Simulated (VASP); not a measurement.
Input of a VASP 6.6.1 run:

Contents of INCAR:

```
PREC = Accurate ; ENCUT = 520
EDIFF = 1E-6 ; ISMEAR = -1
SIGMA = 0.1 ; LREAL = F
LASPH = T ; NELM = 100
ALGO = Normal ; ISIF = 2
LWAVE = F ; LCHARG = F
NBANDS = 11
```

KPOINTS

```
regular mesh
0
Gamma
  15 15 15
```

POSCAR

```
AlN
1.0
    0.0000000000      1.7282607509      1.7282607509
    1.7282607509      0.0000000000      1.7282607509
    1.7282607509      1.7282607509      0.0000000000
Al N
1 1
Direct
    0.0000000000      0.0000000000      0.0000000000
    0.5000000000      0.5000000000      0.5000000000
```

Potentials or basis: VASP PAW LDA potentials, release 64 (Al, N).

The run is started by

```sh
$ cat potpaw_LDA.64/Al/POTCAR potpaw_LDA.64/N/POTCAR > POTCAR
$ mpirun -np 1 vasp_std > vasp.out
```

**Question.** What does it give for the band gap on the k mesh?

**Answer.** 3.80 eV, indirect (least direct gap 7.99 eV).

**Question.** Estimate the pressure.

**Answer.** 298.7 GPa.

 A k mesh can miss the band edges.
